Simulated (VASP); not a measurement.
# Si8NO14 (a cell with a defect) in VASP: a series of runs

The runs below take Si8NO14 (a cell with a defect) through single point, with PBE.

All numbers are computed with VASP 6.6.1; they aren't measurements. Logs are shortened: lines on timing, memory, paths and dates and some standing lists are left out, and cuts for length are marked.

## 1. The cell of the first run

The cell holds a defect, 23 atoms: a = 5.908 Å, b = 5.908 Å, c = 5.331 Å, α = 90.00°, β = 90.00°, γ = 90.00°.

## 2. Single point, PBE, collinear spin, ferromagnetic start

Contents of INCAR:

```
PREC = Accurate ; ENCUT = 520
EDIFF = 1E-6 ; ISMEAR = -1
SIGMA = 0.05 ; LREAL = Auto
LASPH = True ; NELM = 150
ALGO = Normal ; ISIF = 2
LWAVE = False ; LCHARG = True
ISPIN = 2 ; MAGMOM = 0 0 0 0 0 0 0 0 0 0 0 0 0 0 0 0 0 0 0 0 0 0 1
LORBIT = 11 ; GGA = PE
LELF = True ; LVHAR = True
NBANDS = 82 ; NELECT = 119.0
```

Contents of KPOINTS:

```
Automatic mesh
0
Gamma
  2 2 2
```

Contents of POSCAR:

```
Si8NO14
1.0
   -4.1773000000     -4.1773000000      0.0000000000
    4.1773000000     -4.1773000000      0.0000000000
    0.0000000000      0.0000000000      5.3310000000
Si O N
8 14 1
Direct
    0.4990256527      0.5180701347      0.0213636204
   -0.0010055706      0.4937927747      0.2480387210
    0.4990022481      0.5180839590      0.4746536185
   -0.0010076270      0.4956595290      0.7480202823
   -0.0010282293     -0.0013978675     -0.0039775788
    0.4990036385      0.0168729437      0.2480100830
   -0.0009945477     -0.0013982725      0.5000206882
    0.4990268215     -0.0415684323      0.7480046886
    0.1998424315      0.4914755233     -0.0044139507
   -0.0010064747      0.1915807551      0.2480219534
    0.7981652001      0.4914868606     -0.0043870088
   -0.0009847160      0.8008603077      0.2480276307
    0.1998239860      0.4914884359      0.5004602007
   -0.0010176197      0.1940460610      0.7480222934
    0.7981410641      0.4914964952      0.5004633596
   -0.0009882674      0.8008984490      0.7480311496
    0.6892354909      0.0109026196     -0.0098461620
    0.4989718314      0.7130673937      0.2480044641
    0.3087792523      0.0109629403     -0.0098467719
    0.4989751935      0.3139383357      0.2480058271
    0.6892288489      0.0109427325      0.5058613177
    0.3087783895      0.0109048303      0.5058852608
    0.4989844034      0.6624993914      0.7480117131
```

Potentials or basis: VASP PAW PBE potentials, release 64 (Si, O, N).

The run is started by

```bash
cat potpaw_PBE.64/Si/POTCAR potpaw_PBE.64/O/POTCAR potpaw_PBE.64/N/POTCAR > POTCAR
mpirun -np 1 vasp_std > vasp.out
```

OUTCAR:

```text
PREC = Accurate
   ENCUT = 520
   EDIFF = 1E-6
   ISMEAR = -1
   LREAL = Auto
   LASPH = True
   NELM = 150
   ISIF = 2
   ISPIN = 2
   LORBIT = 11
   GGA = PE
   NELECT = 119.0

 ion  position               nearest neighbor table
   1  0.499  0.518  0.021-  18 1.67  23 1.69  20 1.71  11 1.78   9 1.78   3 2.42   3 2.91   8 2.98

   2  0.999  0.494  0.248-  10 1.79  13 1.79  11 1.79  15 1.79   9 1.79  12 1.81   4 2.67   4 2.67

   3  0.499  0.518  0.475-  18 1.67  23 1.69  20 1.71  15 1.78  13 1.78   1 2.42   1 2.91   8 2.98
[... 12 lines left out ...]
  10  0.999  0.192  0.248-   7 1.76   5 1.76   2 1.79
  11  0.798  0.491  0.996-   4 1.77   1 1.78   2 1.79
  12  0.999  0.801  0.248-   7 1.78   5 1.78   2 1.81
  13  0.200  0.491  0.500-   4 1.77   3 1.78   2 1.79
  14  0.999  0.194  0.748-   5 1.76   7 1.76   4 1.78
  15  0.798  0.491  0.500-   4 1.77   3 1.78   2 1.79
  16  0.999  0.801  0.748-   5 1.76   7 1.76   4 1.80
  17  0.689  0.011  0.990-   8 1.74   6 1.78   5 1.83
  18  0.499  0.713  0.248-   3 1.67   1 1.67   6 1.79
  19  0.309  0.011  0.990-   8 1.74   6 1.78   5 1.83
  20  0.499  0.314  0.248-   1 1.71   3 1.71   6 1.75
  21  0.689  0.011  0.506-   8 1.74   6 1.78   7 1.83
  22  0.309  0.011  0.506-   8 1.74   6 1.78   7 1.83
  23  0.499  0.662  0.748-   3 1.69   1 1.69   8 1.75

  LATTYP: Found a simple tetragonal cell.
 ALAT       =     5.9075943141
 C/A-ratio  =     0.9023977810

  Lattice vectors:

 A1 = (  -4.1773000000,  -4.1773000000,   0.0000000000)
 A2 = (   4.1773000000,  -4.1773000000,   0.0000000000)
 A3 = (   0.0000000000,   0.0000000000,   5.3310000000)

Analysis of symmetry for initial positions (statically):
=====================================================================
 Subroutine PRICEL returns:
 Original cell was already a primitive cell.

 Routine SETGRP: Setting up the symmetry group for a
 simple tetragonal supercell.

 Subroutine GETGRP returns: Found  1 space group operations
 (whereof  1 operations were pure point group operations)
 out of a pool of 16 trial point group operations.

The static configuration has the point symmetry C_1 .

Analysis of symmetry for dynamics (positions and initial velocities):
=====================================================================
 Subroutine PRICEL returns:
 Original cell was already a primitive cell.

 Routine SETGRP: Setting up the symmetry group for a
 simple tetragonal supercell.

 Subroutine GETGRP returns: Found  1 space group operations
 (whereof  1 operations were pure point group operations)
 out of a pool of 16 trial point group operations.

The dynamic configuration has the point symmetry C_1 .

Analysis of structural, dynamic, and magnetic symmetry:
=====================================================================
 Subroutine PRICEL returns:
 Original cell was already a primitive cell.

 Routine SETGRP: Setting up the symmetry group for a
 simple tetragonal supercell.

 Subroutine GETGRP returns: Found  1 space group operations
 (whereof  1 operations were pure point group operations)
 out of a pool of 16 trial point group operations.

The overall configuration has the point symmetry C_1 .

 Subroutine INISYM returns: Found  1 space group operations
 (whereof  1 operations are pure point group operations),
 and found     1 'primitive' translations

----------------------------------------------------------------------------------------

                                     Primitive cell

  volume of cell :     186.0501

  direct lattice vectors                    reciprocal lattice vectors
    -4.177300000 -4.177300000  0.000000000    -0.119694540 -0.119694540  0.000000000
     4.177300000 -4.177300000  0.000000000     0.119694540 -0.119694540  0.000000000
     0.000000000  0.000000000  5.331000000     0.000000000  0.000000000  0.187582067

  length of vectors
     5.907594314  5.907594314  5.331000000     0.169273641  0.169273641  0.187582067

  position of ions in fractional coordinates (direct lattice)
     0.499025653  0.518070135  0.021363620
     0.998994429  0.493792775  0.248038721
     0.499002248  0.518083959  0.474653618
     0.998992373  0.495659529  0.748020282
     0.998971771  0.998602132  0.996022421
     0.499003638  0.016872944  0.248010083
[... 15 lines left out ...]
     0.308778389  0.010904830  0.505885261
     0.498984403  0.662499391  0.748011713

  ion indices of the primitive-cell ions
   primitive index   ion index
                 1           1
                 2           2
                 3           3
                 4           4
                 5           5
                 6           6
[... 15 lines left out ...]
                22          22
                23          23

----------------------------------------------------------------------------------------

 KPOINTS: Automatic mesh

Automatic generation of k-mesh.
 Grid dimensions read from file:
 generate k-points for:    2    2    2

 Generating k-lattice:

  Cartesian coordinates                     Fractional coordinates (reciprocal lattice)
    -0.059847270 -0.059847270  0.000000000     0.500000000  0.000000000  0.000000000
     0.059847270 -0.059847270  0.000000000     0.000000000  0.500000000  0.000000000
     0.000000000  0.000000000  0.093791034     0.000000000  0.000000000  0.500000000

  Length of vectors
     0.084636821  0.084636821  0.093791034

  Shift w.r.t. Gamma in fractional coordinates (k-lattice)
     0.000000000  0.000000000  0.000000000

 Subroutine IBZKPT returns following result:
 ===========================================

 Found      8 irreducible k-points:

 Following reciprocal coordinates:
            Coordinates               Weight
  0.000000  0.000000  0.000000      1.000000
  0.500000  0.000000  0.000000      1.000000
  0.000000  0.500000  0.000000      1.000000
  0.500000  0.500000  0.000000      1.000000
  0.000000  0.000000  0.500000      1.000000
  0.500000  0.000000  0.500000      1.000000
  0.000000  0.500000  0.500000      1.000000
  0.500000  0.500000  0.500000      1.000000
   k-points           NKPTS =      8   k-points in BZ     NKDIM =      8   number of bands    NBANDS=     82
   number of dos      NEDOS =    301   number of ions     NIONS =     23
   total plane-waves  NPLWV =  92160
   dimension x,y,z NGX =    48 NGY =   48 NGZ =   40
   dimension x,y,z NGXF=    96 NGYF=   96 NGZF=   80
   ions per type =               8  14   1
   NGX,Y,Z   is equivalent  to a cutoff of  13.51, 13.51, 12.47 a.u.
   NGXF,Y,Z  is equivalent  to a cutoff of  27.02, 27.02, 24.95 a.u.
 SYSTEM =  unknown system
   PREC   = accura    normal or accurate (medium, high low for compatibility)
   ISTART =      0    job   : 0-new  1-cont  2-samecut
   ICHARG =      2    charge: 1-file 2-atom 10-const
   ISPIN  =      2    spin polarized calculation?
   LNONCOLLINEAR =      F non collinear calculations
   LSORBIT =      F    spin-orbit coupling
   LASPH  =      T    aspherical Exc in radial PAW
   ENCUT  =  520.0 eV  38.22 Ry    6.18 a.u.  10.98 10.98  9.91*2*pi/ulx,y,z
   NELM   =    150;   NELMIN=  2; NELMDL= -5     # of ELM steps
   EDIFF  = 0.1E-05   stopping-criterion for ELM
   LREAL  =      T    real-space projection
   EDIFFG = 0.1E-04   stopping-criterion for IOM
   NSW    =      0    number of steps for IOM
   IBRION =     -1    ionic relax: 0-MD 1-quasi-New 2-CG
   NFREE  =      0    steps in history (QN), initial steepest desc. (CG)
   ISIF   =      2    stress and relaxation
   ISYM   =      2    0-nonsym 1-usesym 2-fastsym
   POTIM  = 0.5000    time-step for ionic-motion
   TEBEG  =    0.0;   TEEND  =   0.0 temperature during run
   PSTRESS=    0.0 pullay stress
   NELECT =     119.0000    total number of electrons
   NUPDOWN=      -1.0000    fix difference up-down
   EMIN   =  10.00;   EMAX   =-10.00  energy-range for DOS
   EFERMI =   0.00;   METHOD = LEGACY
   ISMEAR =    -1;   SIGMA  =   0.05  broadening in eV -4-tet -1-fermi 0-gaus
   EFERMI_NEDOS =   21; number of points for ismear=-14 and -15
   IALGO  =     38    algorithm
   IMIX   =      4    mixing-type and parameters
     AMIX     =   0.40;   BMIX     =  1.00
     AMIX_MAG =   1.60;   BMIX_MAG =  1.00
  volume/ion in A,a.u.               =       8.09        54.59
  Fermi-wavevector in a.u.,A,eV,Ry     =   1.410524  2.665504 27.069852  1.989578
  Thomas-Fermi vector in A             =   2.532469
   LORBIT       =     11    0 simple, 1 ext, 2 COOP (PROOUT), +10 PAW based schemes
   GGA     = PE    functional components
   LHFCALC =     F    Hartree Fock is set to
   AEXX    =    0.0000 exact exchange contribution
   IVDW    =     0    specifies the selected vdW correction
   LEPSILON=     F    determine dielectric tensor
   LRPA    =     F    only Hartree local field effects (RPA)
 spin polarized calculation
  energy-cutoff  :      520.00
  volume of cell :      186.05
 maximum number of plane-waves:      5032
 NGX is ok and might be reduce to    48
   NGX = 21   NGY = 21   NGZ = 19

 number of electron     118.9999965 magnetization       0.7614666

 Free energy of the ion-electron system (eV)
  ---------------------------------------------------
  ext. energy  EPLUGINS =         0.00000000
  ---------------------------------------------------
  free energy    TOTEN  =      -192.37851274 eV

  energy without entropy =     -192.37000328  energy(sigma->0) =     -192.37425801

 E-fermi :   7.6594     XC(G=0): -11.9155

 val. band max:        7.5938128826   @ k =   0.5000   0.0000   0.0000
 cond. band min:       7.7742709086   @ k =   0.5000   0.5000   0.5000
 fundamental gap:      0.1804580259
 Fermi energy:         7.6594484172

 spin component 1

 k-point     1 :       0.0000    0.0000    0.0000
  band No.  band energies     occupation
      1     -14.5008      1.00000
      2     -13.0027      1.00000
      3     -12.7487      1.00000
      4     -11.8652      1.00000
      5     -11.8432      1.00000
      6     -11.5000      1.00000
[... 581 lines left out ...]
     70      17.7444      0.00000
     71      17.8159      0.00000
 Fermi energy:         7.6594484172

 spin component 2

 k-point     1 :       0.0000    0.0000    0.0000
  band No.  band energies     occupation
      1     -14.4778      1.00000
      2     -13.0013      1.00000
      3     -12.7142      1.00000
      4     -11.8645      1.00000
      5     -11.8084      1.00000
      6     -11.4556      1.00000
[... 581 lines left out ...]
     70      17.7816      0.00000
     71      17.8291      0.00000
 [bands above 71 left out]

------------------------ aborting loop because EDIFF is reached ----------------------------------------

  FORCE on cell =-STRESS in cart. coord.  units (eV):
  Direction    XX          YY          ZZ          XY          YZ          ZX
  --------------------------------------------------------------------------------------
  -------------------------------------------------------------------------------------
  Total      -16.4971393    -16.5003137     -0.2764831     -6.0277601     -0.0049406     -0.0099309
  in kB     -142.0656933   -142.0930296     -2.3809438    -51.9082676     -0.0425463     -0.0855202
  external PRESSURE =     -95.5132222 kB  Pullay stress =       0.0000000 kB

 VOLUME and BASIS-vectors are now :
 -----------------------------------------------------------------------------
  energy-cutoff  :      520.00
  volume of cell :      186.05
      direct lattice vectors                 reciprocal lattice vectors
    -4.177300000 -4.177300000  0.000000000    -0.119694540 -0.119694540  0.000000000
     4.177300000 -4.177300000  0.000000000     0.119694540 -0.119694540  0.000000000
     0.000000000  0.000000000  5.331000000     0.000000000  0.000000000  0.187582067

 POSITION                                       TOTAL-FORCE (eV/Angst)
 -----------------------------------------------------------------------------------
      0.07955     -4.24871      0.11389         0.007212     -0.002368     -0.070424
     -2.11038     -6.23582      1.32229        -0.009387      0.007122     -0.002879
      0.07971     -4.24867      2.53038         0.005528     -0.002393      0.069185
     -2.10257     -6.24361      3.98770        -0.004912      0.001581      0.002311
     -0.00154     -8.34447      5.30980         0.004610     -0.012639     -0.001182
     -2.01400     -2.15497      1.32214         0.004452     -0.000520      0.000075
[... 15 lines left out ...]
     -1.24431     -1.33541      2.69687         0.014693      0.012400      0.000421
      0.68305     -4.85187      3.98765         0.001747     -0.003409      0.001493
 -----------------------------------------------------------------------------------
    total drift:                                0.012688     -0.012201     -0.020971

  FREE ENERGIE OF THE ION-ELECTRON SYSTEM (eV)
  ---------------------------------------------------
  free  energy   TOTEN  =      -192.3785127425 eV

  energy  without entropy=     -192.3700032788  energy(sigma->0) =     -192.37425801

 total charge

# of ion       s       p       d       tot
------------------------------------------
    1        0.625   0.928   0.000   1.553
    2        0.574   0.825   0.000   1.399
    3        0.625   0.928   0.000   1.553
    4        0.572   0.843   0.000   1.415
    5        0.575   0.841   0.000   1.416
    6        0.576   0.852   0.000   1.428
[... 15 lines left out ...]
   22        1.552   3.637   0.000   5.189
   23        1.261   2.665   0.000   3.926
--------------------------------------------------
tot         27.698  60.814   0.000  88.512

 magnetization (x)

# of ion       s       p       d       tot
------------------------------------------
    1       -0.003  -0.005   0.000  -0.008
    2       -0.000   0.004   0.000   0.004
    3       -0.003  -0.005   0.000  -0.008
    4        0.000  -0.000   0.000   0.000
    5        0.000   0.000   0.000   0.000
    6       -0.000  -0.000   0.000  -0.001
[... 15 lines left out ...]
   22        0.000   0.014   0.000   0.014
   23        0.013   0.388   0.000   0.401
--------------------------------------------------
tot          0.012   0.563   0.000   0.575
```

Run time: 7.7 min. Hardware: 1 thread of Oxide Virtual Turin-like, shared host; peak memory 0.41 GiB.

What came out:

- Free energy: -192.3785 eV
- Largest force: 0.071 eV/Å
- Net moment: 0.76 μB per cell
- Site moments: Si -0.01, +0.00, -0.00; O +0.04, +0.01, -0.00, -0.01; N +0.40 μB
- Valence electrons inside the program's atomic spheres: Si 1.55, 1.40, 1.42, 1.43, 1.51; O 5.19, 5.21, 5.18, 5.23, 5.29, 5.26; N 3.93

Forces in eV/Å, atoms in the order of the input:
```
Si   0.007 -0.002 -0.070
Si  -0.009  0.007 -0.003
Si   0.006 -0.002  0.069
Si  -0.005  0.002  0.002
Si   0.005 -0.013 -0.001
Si   0.004 -0.001  0.000
Si   0.006 -0.007  0.001
Si  -0.026  0.033  0.001
O   -0.010 -0.012  0.000
O    0.007 -0.006 -0.002
O    0.012  0.009  0.000
O   -0.009  0.012  0.001
O   -0.012 -0.014  0.001
O    0.013 -0.011 -0.001
O    0.011  0.007  0.000
O   -0.014  0.018  0.000
O   -0.015 -0.015  0.001
O    0.044 -0.047  0.000
O    0.013  0.015  0.001
O   -0.031  0.029  0.000
O   -0.015 -0.013 -0.001
O    0.015  0.012  0.000
N    0.002 -0.003  0.001
```

Levels at points of the mesh, in eV from the Fermi level:
Spin up:
| k point | band 57 | band 58 | band 59 | band 60 | band 61 | band 62 | band 63 | band 64 |
| --- | --- | --- | --- | --- | --- | --- | --- | --- |
| (0.00, 0.00, 0.00) | -1.11 | -1.10 | -0.63 | 0.15 | 2.80 | 6.29 | 6.37 | 6.79 |
| (0.50, 0.00, 0.00) | -1.43 | -1.32 | -0.81 | -0.58 | 3.43 | 6.62 | 6.98 | 7.23 |
| (0.00, 0.50, 0.00) | -1.20 | -1.00 | -0.58 | -0.34 | 3.11 | 5.99 | 6.40 | 7.52 |
| (0.50, 0.50, 0.00) | -1.11 | -0.92 | -0.81 | -0.70 | 3.36 | 6.44 | 7.20 | 7.87 |
| (0.00, 0.00, 0.50) | -1.09 | -0.97 | -0.59 | -0.41 | 3.85 | 5.06 | 7.20 | 7.94 |
| (0.50, 0.00, 0.50) | -0.89 | -0.89 | -0.78 | -0.55 | 3.97 | 5.88 | 7.64 | 7.89 |
| (0.00, 0.50, 0.50) | -0.74 | -0.59 | -0.52 | -0.45 | 3.76 | 5.02 | 6.97 | 8.40 |
| (0.50, 0.50, 0.50) | -1.04 | -1.00 | -1.00 | -0.94 | 4.07 | 5.74 | 7.10 | 9.01 |
Spin down:
```csv
k point,band 56,band 57,band 58,band 59,band 60,band 61,band 62,band 63
"(0.00, 0.00, 0.00)",-1.20,-1.05,-0.88,-0.35,0.64,2.84,6.30,6.38
"(0.50, 0.00, 0.00)",-1.51,-1.39,-1.07,-0.55,-0.07,3.46,6.64,7.02
"(0.00, 0.50, 0.00)",-1.62,-1.20,-0.67,-0.43,0.34,3.15,6.00,6.40
"(0.50, 0.50, 0.00)",-1.26,-1.10,-0.90,-0.80,0.19,3.39,6.45,7.20
"(0.00, 0.00, 0.50)",-1.08,-0.99,-0.69,-0.56,0.42,3.89,5.06,7.23
"(0.50, 0.00, 0.50)",-1.27,-0.86,-0.72,-0.54,0.15,4.00,5.88,7.67
"(0.00, 0.50, 0.50)",-0.80,-0.70,-0.57,-0.51,0.50,3.80,5.02,7.00
"(0.50, 0.50, 0.50)",-1.12,-1.01,-1.01,-0.98,0.11,4.10,5.74,7.13
```

Caveat: the k points lie up to 0.59 Å⁻¹ apart; the cell carries a net charge on a neutralising background, which shifts energy and pressure; the cell is charged against a uniform background, so pressure and absolute levels hang on convention.

(Continued in part 2 of 3.)
